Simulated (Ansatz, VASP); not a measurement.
One calculation of BiS4, two programs

```
CELL_PARAMETERS angstrom
4.46724 0.35900 -0.09367
0.55078 5.65590 -0.16101
0.33236 -0.29742 12.06604
ATOMIC_POSITIONS crystal
Bi 0.74099 0.89042 0.03763
Bi 0.16959 0.03393 0.54565
S 0.91120 0.65924 0.75805
S 0.69218 0.23587 0.43044
S 0.41172 0.41988 0.55725
S 0.13888 0.96460 0.19582
S 0.16410 0.65483 0.90234
S 0.34482 0.63803 0.24616
S 0.77964 0.00874 0.71097
S 0.64688 0.49445 0.11569
```

Change from the starting cell: the structure that the rattled cell fell into.

Alike in both runs: functional PBE; k mesh 4 × 4 × 2; occupations gaussian, width 0.1 eV; no spin polarisation.

Ansatz relaxed the structure, and its values are those at the end. VASP's run is a single point on that final structure, the one shown.

|  | VASP | Ansatz |
| --- | --- | --- |
| version | VASP 6.6.1 | Ansatz 0.2.0 |
| potentials or method | VASP PAW PBE potentials, release 64 (Bi_d, S), cutoff 520 eV | scalar-relativistic, plane waves, PAW |
| valence electrons in the cell | 78 | 78 |

|  | VASP | Ansatz | Ansatz less VASP |
| --- | --- | --- | --- |
| gap on the k mesh at the Fermi level (eV) | 1.24 | 1.23 | -0.013 |
| least direct gap on the mesh (eV) | 1.50 | 1.49 | -0.018 |
| pressure (GPa) | -0.2 | 0.1 | +0.25 |
| rms of the force components (eV/Å) | 0.061 | 0.014 | -0.0476 |

Neither program's run includes spin-orbit coupling.
